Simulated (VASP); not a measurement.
Runs of VASP 6.6.1 on ZnRe. The structure is that of space group P-6m2 (No. 187), or close to it. The cells are those of the table. 

| cell | gap on the mesh (eV) | pressure (GPa) |
| --- | --- | --- |
| a = 2.901, b = 2.901, c = 4.033 Å, angles 90.0, 90.0, 120.0°, 2 atoms | none | -8.8 |
| a = 2.826, b = 2.826, c = 4.251 Å, angles 90.0, 90.0, 120.0°, 2 atoms | none | (a) |
| a = 2.586, b = 2.586, c = 5.075 Å, angles 90.0, 90.0, 120.0°, 2 atoms | none | 3.7 |
| a = 2.662, b = 2.662, c = 4.789 Å, angles 90.0, 90.0, 120.0°, 2 atoms | none | -4.4 |

Alike in all rows: task single point; level PBEsol; potentials or basis VASP PAW PBE potentials, release 64 (Zn, Re); no spin polarisation; k mesh 21 × 21 × 12; cutoff (eV) 520; smearing gaussian 0.15 eV.

Problem. Estimate the missing entries.

Solution. (a) -10.0.

Caveats: the PAW data sets were made with another functional, which shifts forces and pressure a little; spin-orbit coupling is left out, which moves the levels of the heavy elements.

A k mesh can miss the band edges, and the runs leave out spin-orbit coupling on Re.

A gap of «none» marks levels without a gap at the run's occupations.
